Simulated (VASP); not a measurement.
Write the native input for VASP 6.6.1 that does the following.

| Item | Value |
| --- | --- |
| Task | relaxation of cell and atoms |
| Functional | PBE |
| Potentials or basis | VASP PAW PBE potentials, release 64 (Mg, Si, N) |
| Cutoff | 600 eV |
| k mesh | 6 × 6 × 2 |
| Occupations | gaussian, width 0.1 eV |
| Spin | no spin polarisation |
| Dipole correction | no |
| Further INCAR settings | ALGO = Normal; EDIFF = 1e-07; IBRION = 2; EDIFFG = -0.04; NSW = 90; ISIF = 3 |

The structure of Mg2Si3N lies in POSCAR:

```
Mg2Si3N
1.0
    3.8168825800      0.0000000000      0.0000000000
   -1.9084412900      3.3055172700      0.0000000000
    0.0000000000      0.0000000000      8.5055130700
Mg Si N
2 3 1
Direct
    0.6666666700      0.3333333300      0.7522701000
    0.6666666700      0.3333333300      0.2477299000
    0.0000000000      0.0000000000      0.0000000000
    0.3333333300      0.6666666700      0.5000000000
    0.3333333300      0.6666666700      0.0000000000
    0.0000000000      0.0000000000      0.5000000000
```

One way to write it, as run:

INCAR

```
PREC = Accurate ; ENCUT = 600
EDIFF = 1E-7 ; ISMEAR = 0
SIGMA = 0.1 ; LREAL = False
LASPH = True ; NELM = 100
ALGO = Normal ; ISIF = 3
LWAVE = False ; LCHARG = False
GGA = PE ; IBRION = 2
NSW = 90 ; EDIFFG = -0.04
```

KPOINTS

```
regular mesh
0
Gamma
  6 6 2
```

Potentials or basis: VASP PAW PBE potentials, release 64 (Mg, Si, N).

Command:

```console
$ cat potpaw_PBE.64/Mg/POTCAR potpaw_PBE.64/Si/POTCAR potpaw_PBE.64/N/POTCAR > POTCAR
$ mpirun -np 1 vasp_std > vasp.out
```

Results of the run:

```yaml
Relaxed_volume: 16.24 Å³/atom
Relaxed_cell: a = 3.842 Å, b = 3.842 Å, c = 7.624 Å, α = 90.00°, β = 90.00°, γ = 120.00°
Space_group_after_relaxing_to_0.05_Å: P-6m2 (No. 187)
Energy_gained_by_relaxing: 61.4 meV/atom
Ionic_steps: 8
Pressure_after_relaxing: -0.1 GPa
Largest_force_after_relaxing: 0.030 eV/Å
```

Caveat: the k points lie up to 0.41 Å⁻¹ apart in the final cell.

It took 4.1 min on 1 thread of Intel Xeon 8259CL, with other jobs on the host, peak memory 0.27 GiB.
